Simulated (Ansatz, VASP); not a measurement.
## SiSn2 in VASP and in Ansatz

Contents of INCAR:

```
SYSTEM = SiSn2
PREC = Accurate ; ENCUT = 520
EDIFF = 1E-8 ; ISMEAR = -1
SIGMA = 0.05 ; LREAL = .FALSE.
LASPH = .TRUE. ; NELM = 80
ALGO = Normal ; ISIF = 2
LWAVE = .FALSE. ; LCHARG = .FALSE.
GGA = PE ; LEFG = .TRUE.
NBANDS = 23
```

File KPOINTS:

```
Automatic mesh
0
G
  10 10 10
  0 0 0
```

Contents of POSCAR:

```
SiSn2
1.0
    0.0000000000      3.4148330286      3.4148330286
    3.4148330286      0.0000000000      3.4148330286
    3.4148330286      3.4148330286      0.0000000000
Si Sn
1 2
Direct
    0.0000000000      0.0000000000      0.0000000000
    0.2500000000      0.2500000000      0.2500000000
    0.7500000000      0.7500000000      0.7500000000
```

Input for Ansatz:

```yaml
crystal:
  lattice:
    - [0.0, 3.4148330286, 3.4148330286]
    - [3.4148330286, 0.0, 3.4148330286]
    - [3.4148330286, 3.4148330286, 0.0]
  atoms:
    - { symbol: Si, position: [0.0, 0.0, 0.0] }
    - { symbol: Sn, position: [0.25, 0.25, 0.25] }
    - { symbol: Sn, position: [0.75, 0.75, 0.75] }
kpoints:
  mp_grid: { grid: [10, 10, 10] }
  band_path:
    path:
      - [0.0, 0.0, 0.0]
      - [0.5, 0.0, 0.5]
      - [0.625, 0.25, 0.625]
      - [0.375, 0.375, 0.75]
      - [0.0, 0.0, 0.0]
      - [0.5, 0.5, 0.5]
      - [0.5, 0.25, 0.75]
      - [0.5, 0.0, 0.5]
    npoints: 8
scf:
  occupations: { method: fermi_dirac, width: 0.05 }
hamiltonian:
  xc: pbe
  pseudopotentials: { kind: all_electron, datasets: crystal }
output:
  forces: true
  stress: true
  eigenvalues: true
  efg: { contact_densities: true }
```

Alike in both runs: task electric field gradients; functional PBE; k mesh 10 × 10 × 10; occupations fermi-dirac, width 0.05 eV; no spin polarisation.

```csv
,VASP,Ansatz
version,VASP 6.6.1,Ansatz 0.2.0
potentials or method,"VASP PAW PBE potentials, release 64 (Si, Sn_d), cutoff 520 eV","all-electron PAW with datasets made for the crystal, scalar-relativistic"
```

```tsv
	VASP	Ansatz	Ansatz less VASP
pressure (GPa)	0.0	0.0	+0.05
```

Ansatz ran all-electron here, and VASP with PAW potentials.
